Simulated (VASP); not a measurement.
Wanted: the native input for a VASP 6.6.1 run.

* Task: single point
* Functional: PBE
* Potentials or basis: VASP PAW PBE potentials, release 64 (Ge_d, Ru_pv, W_sv)
* Cutoff: 520 eV
* k mesh: 3 × 3 × 4
* Occupations: gaussian, width 0.2 eV
* Spin: no spin polarisation
* Dipole correction: no
* Further INCAR settings: ALGO = Fast; EDIFF = 1e-06; NBANDS = 58

The structure of Ge2RuW4 lies in POSCAR:

```
Ge2RuW4
1.0
    6.9227898638      0.0000000000      0.0000000000
    0.0000000000      6.9227898638      0.0000000000
    0.0000000000      0.0000000000      4.4978984283
Ge Ru W
2 1 4
Direct
    0.5000000000      0.5000000000      0.0000000000
    0.0000000000      0.0000000000      0.0000000000
    0.5000000000      0.5000000000      0.5000000000
    0.6517018012      0.0000000000      0.0000000000
    0.3482981988      0.0000000000      0.0000000000
    0.0000000000      0.6517018012      0.0000000000
    0.0000000000      0.3482981988      0.0000000000
```

The cell was generated, and may not be a known phase.

One way to write it, as run:

INCAR

```
PREC = Accurate
ENCUT = 520
EDIFF = 1E-6
ISMEAR = 0
SIGMA = 0.2
LREAL = False
LASPH = True
NELM = 60
ALGO = Fast
ISIF = 2
LWAVE = False
LCHARG = False
GGA = PE
NBANDS = 58
```

KPOINTS

```
regular mesh
0
Gamma
  3 3 4
```

Potentials or basis: VASP PAW PBE potentials, release 64 (Ge_d, Ru_pv, W_sv).

Command:

```sh
$ cat potpaw_PBE.64/Ge_d/POTCAR potpaw_PBE.64/Ru_pv/POTCAR potpaw_PBE.64/W_sv/POTCAR > POTCAR
$ mpirun -np 1 vasp_std > vasp.out
```

Results of the run:

* Pressure: 0.7 GPa
* Largest force: 0.860 eV/Å
* Band gap on the k mesh: zero (bands 49 and 50 overlap by 0.11 eV)

Caveat: spin-orbit coupling is left out, which moves the levels of the heavy elements.

Wall time 15 min on 1 thread of AMD EPYC 7R43 64-Core Processor (Zen 3), on a shared host, peak memory 0.39 GiB.
